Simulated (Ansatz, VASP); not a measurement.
SiC in VASP and in Ansatz

```
Si C
1.0
     2.17400   -2.17400    0.00000
     2.17400    0.00000   -2.17400
     9.34820    8.04380    8.69600
Si C
6 6
Cartesian
  3.4419 -0.9061 -0.9061
  7.7899 7.7899 7.7899
  3.4419 1.2679 1.2679
  7.7899 3.4419 3.4419
  3.4419 3.4419 3.4419
  7.7899 5.6159 5.6159
  6.7029 2.3549 2.3549
  6.7029 0.1809 0.1809
  6.7029 4.5289 4.5289
  11.0509 6.7029 6.7029
  6.7029 6.7029 6.7029
  2.3549 0.1809 0.1809
```

Alike in both runs: task single point; functional PBE; k mesh 10 × 10 × 2; occupations gaussian, width 0.05 eV; no spin polarisation.

|  | VASP | Ansatz |
| --- | --- | --- |
| version | VASP 6.6.1 | Ansatz 0.2.0 |
| potentials or method | VASP PAW PBE potentials, release 64 (Si, C), cutoff 520 eV | scalar-relativistic, plane waves, PAW |
| valence electrons in the cell | 48 | 48 |

VASP gave:

| Item | Value |
| --- | --- |
| gap on the k mesh at the Fermi level (eV) | 0.55 |
| least direct gap on the mesh (eV) | 1.18 |
| pressure (GPa) | 4.0 |
| traceless stress, the component that is largest in VASP (GPa) | -6.64 |
| rms of the force components (eV/Å) | 0.469 |

**Question.** Estimate Ansatz's values.

**Answer.** gap on the k mesh at the Fermi level (eV): 0.55; least direct gap on the mesh (eV): 1.18; pressure (GPa): 4.0; traceless stress, the component that is largest in VASP (GPa): -6.63; rms of the force components (eV/Å): 0.470.

Atom by atom the forces differ by 0.003 eV/Å (rms over components).
